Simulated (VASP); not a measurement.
Wanted: the native input for a VASP 6.6.1 run.

```yaml
Task: single point
Functional: PBE
Dispersion: D3(BJ)
Potentials_or_basis: VASP PAW PBE potentials, release 64 (W_sv, C)
Cutoff: 520 eV
k_mesh: 2 × 2 × 1
Occupations: fermi-dirac, width 0.05 eV
Spin: no spin polarisation
Dipole_correction: no
Further_INCAR_settings: LREAL = Auto; ALGO = Normal; EDIFF = 1e-06; NBANDS = 86
```

The structure of WC lies in POSCAR:

```
WC
1.0
    5.8116600000      0.0000000000      0.0000000000
   -2.9058300000      5.0330450000      0.0000000000
    0.0000000000      0.0000000000     15.2564750000
W C
8 8
Direct
    0.0000000000      0.0000000000      0.0655459403
   -0.0004039191      0.0065566670      0.2528893470
    0.0000003458      0.4999955295      0.0655459403
   -0.0026900388      0.5031149135      0.2541216107
    0.4999948380      0.0000000000      0.0655459403
    0.4967268488      0.0088813035      0.2539118637
    0.4999951838      0.4999955295      0.0655459403
    0.4967979565      0.5015850246      0.2508246499
    0.3244124330      0.1635590383      0.1526564950
    0.3264006535      0.1783413421      0.3251144186
    0.3235158722      0.6559448604      0.1545245543
    0.3214135764      0.6673296186      0.3228858567
    0.8366705405      0.1692613517      0.1520403632
    0.8191459189      0.1777452814      0.3253569386
    0.8320738584      0.6634353557      0.1517847340
    0.8427289900      0.6853306497      0.3248063527
```

One way to write it, as run:

INCAR

```
  ALGO = Normal
  EDIFF = 1E-6
  ENCUT = 520
  GGA = PE
  ISIF = 2
  ISMEAR = -1
  IVDW = 12
  LASPH = True
  LCHARG = False
  LREAL = Auto
  LWAVE = False
  NBANDS = 86
  NELM = 80
  PREC = Accurate
  SIGMA = 0.05
```

KPOINTS

```
k-points
0
Gamma
  2 2 1
```

Potentials or basis: VASP PAW PBE potentials, release 64 (W_sv, C).

The run is started by

```bash
$ cat potpaw_PBE.64/W_sv/POTCAR potpaw_PBE.64/C/POTCAR > POTCAR
$ mpirun -np 1 vasp_std > vasp.out
```

It gave:

```
Largest force              : 1.453 eV/Å
Band gap on the k mesh     : zero (bands 72 and 73 overlap by 0.21 eV)
Dispersion energy per atom : -0.293 eV
```

Caveat: the k points lie up to 0.62 Å⁻¹ apart; spin-orbit coupling is left out, which moves the levels of the heavy elements.

Run time: 4.3 min on 1 thread of Intel(R) Xeon(R) 6975P-C (Granite Rapids), on a shared host, peak memory 0.59 GiB.
